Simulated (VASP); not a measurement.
Set up this calculation in VASP 6.6.1, as the native input.

- Task: single point
- Functional: PBE
- Potentials or basis: VASP PAW PBE potentials, release 64 (Ga_d, N)
- Cutoff: 520 eV
- k mesh: 12 × 12 × 6
- Occupations: gaussian, width 0.02 eV
- Spin: no spin polarisation
- Dipole correction: no
- Further INCAR settings: ALGO = Normal; EDIFF = 1e-06; NBANDS = 26

The structure of GaN lies in POSCAR:

```
GaN
1.0
    3.3471056504      0.0000000000      0.0000000000
   -1.6735528252      2.8986785224      0.0000000000
    0.0000000000      0.0000000000      5.1173323781
Ga N
2 2
Direct
    0.6666666667      0.3333333333      0.4970035230
    0.3333333333      0.6666666667      0.9970035230
    0.6666666667      0.3333333333      0.8779964770
    0.3333333333      0.6666666667      0.3779964770
```

This cell differs from its parent crystal: biaxial strain in the a-b plane: +4.0 %.

These files were run (other wordings do the same):

INCAR

```
PREC     = Accurate       # precision mode
ENCUT    = 520            # plane-wave cutoff, eV
EDIFF    = 1E-6           # SCF threshold, eV
ISMEAR   = 0              # smearing method
SIGMA    = 0.02           # smearing width, eV
LREAL    = F              # projectors in reciprocal space
LASPH    = T              # aspherical terms in the spheres
NELM     = 60             # most SCF steps
ALGO     = Normal         # electronic algorithm
ISIF     = 2              # what is computed and relaxed
LWAVE    = F              # write WAVECAR
LCHARG   = F              # write CHGCAR
GGA      = PE             # functional
NBANDS   = 26             # bands
```

KPOINTS

```
Automatic mesh
0
Gamma
  12 12 6
```

Potentials or basis: VASP PAW PBE potentials, release 64 (Ga_d, N).

Command:

```console
$ cat potpaw_PBE.64/Ga_d/POTCAR potpaw_PBE.64/N/POTCAR > POTCAR
$ mpirun -np 1 vasp_std > vasp.out
```

It gave:

```yaml
Pressure: -7.5 GPa
Largest_force: 0.272 eV/Å
Band_gap_on_the_k_mesh: 1.28 eV, direct
```

Caveat: the cell differs from its parent crystal (biaxial strain in the a-b plane: +4.0 %).

Run time: 50 s on 1 thread of AMD EPYC 9R45 (Zen 5), with other jobs on the host, peak memory 0.19 GiB.
